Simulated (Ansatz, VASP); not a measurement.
## Two plane-wave programs on Y

Contents of POSCAR:

```
Y
1.0
   -2.0331082528      2.0331082528      2.0331082528
    2.0331082528     -2.0331082528      2.0331082528
    2.0331082528      2.0331082528     -2.0331082528
Y
1
Direct
    0.0000000000      0.0000000000      0.0000000000
```

INCAR.step1

```
PREC     = Accurate       # precision mode
ENCUT    = 520            # plane-wave cutoff, eV
ISMEAR   = 0              # smearing method
SIGMA    = 0.05           # smearing width, eV
LREAL    = False          # projectors in reciprocal space
LASPH    = True           # aspherical terms in the spheres
NELM     = 80             # most SCF steps
NBANDS   = 12             # bands
GGA      = PE             # functional
ALGO     = Normal         # electronic algorithm
EDIFF    = 1E-4           # SCF threshold, eV
LWAVE    = True           # write WAVECAR
LCHARG   = False          # write CHGCAR
```

Contents of INCAR.step2:

```
PREC     = Accurate       # precision mode
ENCUT    = 520            # plane-wave cutoff, eV
EDIFF    = 1E-6           # SCF threshold, eV
ISMEAR   = 0              # smearing method
SIGMA    = 0.05           # smearing width, eV
LREAL    = False          # projectors in reciprocal space
LASPH    = True           # aspherical terms in the spheres
NELM     = 80             # most SCF steps
ALGO     = Normal         # electronic algorithm
ISIF     = 2              # what is computed and relaxed
LWAVE    = False          # write WAVECAR
LCHARG   = False          # write CHGCAR
METAGGA  = R2SCAN         # meta-GGA
LMIXTAU  = True         
NBANDS   = 12             # bands
ISTART   = 1
```

KPOINTS

```
Automatic mesh
0
Gamma
  14 14 14
```

Input for Ansatz:

```yaml
crystal:
  lattice:
    - [-2.0331082528, 2.0331082528, 2.0331082528]
    - [2.0331082528, -2.0331082528, 2.0331082528]
    - [2.0331082528, 2.0331082528, -2.0331082528]
  atoms:
    - { symbol: "Y", position: [0.0, 0.0, 0.0] }
basis:
  ecutwfc: 600
  ecutrho_ratio: 5
kpoints:
  mp_grid: { grid: [14, 14, 14] }
  band_path:
    path:
      - [[0.0, 0.0, 0.0], [0.5, -0.5, 0.5], [0.0, 0.0, 0.5], [0.0, 0.0, 0.0], [0.25, 0.25, 0.25], [0.5, -0.5, 0.5]]
      - [[0.25, 0.25, 0.25], [0.0, 0.0, 0.5]]
    npoints: 14
hamiltonian:
  xc: r2scan
scf:
  occupations: { method: gaussian, width: 0.05 }
output:
  forces: true
  stress: true
  eigenvalues: true
  populations: true
  dos: { projected: true, de: 0.02, nscf_kmesh: { grid: [21, 21, 21] } }
  bader: true
```

Alike in both runs: task single point; functional r2SCAN; k mesh 14 × 14 × 14; occupations gaussian, width 0.05 eV; no spin polarisation.

|  | VASP | Ansatz |
| --- | --- | --- |
| version | VASP 6.6.1 | Ansatz 0.2.0 |
| potentials or method | VASP PAW PBE potentials, release 64 (Y_sv), cutoff 520 eV | scalar-relativistic, plane waves, PAW |
| valence electrons in the cell | 11 | 11 |

|  | VASP | Ansatz | Ansatz less VASP |
| --- | --- | --- | --- |
| pressure (GPa) | 0.1 | 0.0 | -0.10 |

VASP's potentials were made for PBE, not for r2SCAN. The functional is the same, so the differences come from potentials, cutoffs and numerics.
